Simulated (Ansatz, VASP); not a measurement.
**Pb in VASP and in Ansatz**

File INCAR:

```
SYSTEM = Pb
PREC = Accurate ; ENCUT = 520
EDIFF = 1E-7 ; ISMEAR = 0
SIGMA = 0.15 ; LREAL = .FALSE.
LASPH = .TRUE. ; NELM = 100
ALGO = Fast ; ISIF = 2
LWAVE = .FALSE. ; LCHARG = .FALSE.
GGA = CA ; NBANDS = 13
```

KPOINTS

```
Automatic mesh
0
G
  16 16 16
  0 0 0
```

File POSCAR:

```
Pb
1.0
    0.0000000000      2.2722160000      2.6673840000
    2.2722160000      0.0000000000      2.6673840000
    2.2722160000      2.2722160000      0.0000000000
Pb
1
Direct
    0.0000000000      0.0000000000      0.0000000000
```

Input for Ansatz:

```yaml
crystal:
  lattice:
    - [0.0, 2.272216, 2.667384]
    - [2.272216, 0.0, 2.667384]
    - [2.272216, 2.272216, 0.0]
  atoms:
    - { symbol: Pb, position: [0.0, 0.0, 0.0] }
basis:
  ecutwfc: 420
kpoints:
  mp_grid: { grid: [16, 16, 16] }
hamiltonian:
  xc: lda
scf:
  occupations: { method: gaussian, width: 0.15 }
output:
  forces: true
  stress: true
  eigenvalues: true
```

Change from the starting cell: strain -0.080 along x and y, +0.080 along z, atoms carried along.

Alike in both runs: task single point; functional LDA; k mesh 16 × 16 × 16; occupations gaussian, width 0.15 eV; no spin polarisation.

|  | VASP | Ansatz |
| --- | --- | --- |
| version | VASP 6.6.1 | Ansatz 0.2.0 |
| potentials or method | VASP PAW LDA potentials, release 64 (Pb_d), cutoff 520 eV | scalar-relativistic, plane waves, PAW |
| valence electrons in the cell | 14 | 14 |

|  | VASP | Ansatz | Ansatz less VASP |
| --- | --- | --- | --- |
| gap on the k mesh at the Fermi level (eV) | none | none | - |
| pressure (GPa) | 3.7 | 3.6 | -0.11 |
| traceless stress, the component that is largest in VASP (GPa) | -2.37 | -2.37 | +0.003 |

LDA's correlation is that of Perdew and Zunger in VASP and of Perdew and Wang (1992) in Ansatz. A gap of «none» marks a metal or a gap that the smearing closes.

Neither program's run includes spin-orbit coupling.
